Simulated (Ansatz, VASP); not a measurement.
## Two plane-wave programs on ZnCd3O

```
Zn Cd O
1.0
     4.07775    0.00000    0.00000
     0.00000    4.07775    0.00000
     0.00000    0.00000    6.30930
Zn Cd O
1 3 1
Direct
  0.50000 0.50000 0.54032
  0.50000 0.00000 0.19866
  0.00000 0.50000 0.19866
  0.00000 0.00000 0.65959
  0.00000 0.00000 0.01097
```

Change from the starting cell: species swapped into the LaSiPt3 type (P4mm, No. 99).

Alike in both runs: functional PBE; k mesh 10 × 10 × 8; occupations gaussian, width 0.1 eV; no spin polarisation.

Ansatz relaxed the structure, and its values are those at the end. VASP's run is a single point on that final structure, the one shown.

```csv
,VASP,Ansatz
version,VASP 6.6.1,Ansatz 0.2.0
potentials or method,"VASP PAW PBE potentials, release 64 (Zn, Cd, O), cutoff 520 eV","scalar-relativistic, plane waves, PAW"
valence electrons in the cell,54,78
```

VASP gave:

* gap on the k mesh at the Fermi level (eV): none
* pressure (GPa): 0.5
* rms of the force components (eV/Å): 0.022

**Question.** Which values does Ansatz return?

**Answer.** gap on the k mesh at the Fermi level (eV): none; pressure (GPa): 0.0; rms of the force components (eV/Å): 0.001.

A gap of «none» marks a metal or a gap that the smearing closes. VASP's potentials hold 54 valence electrons a cell and Ansatz's 78, so a difference there can come from the potentials and not from the codes.
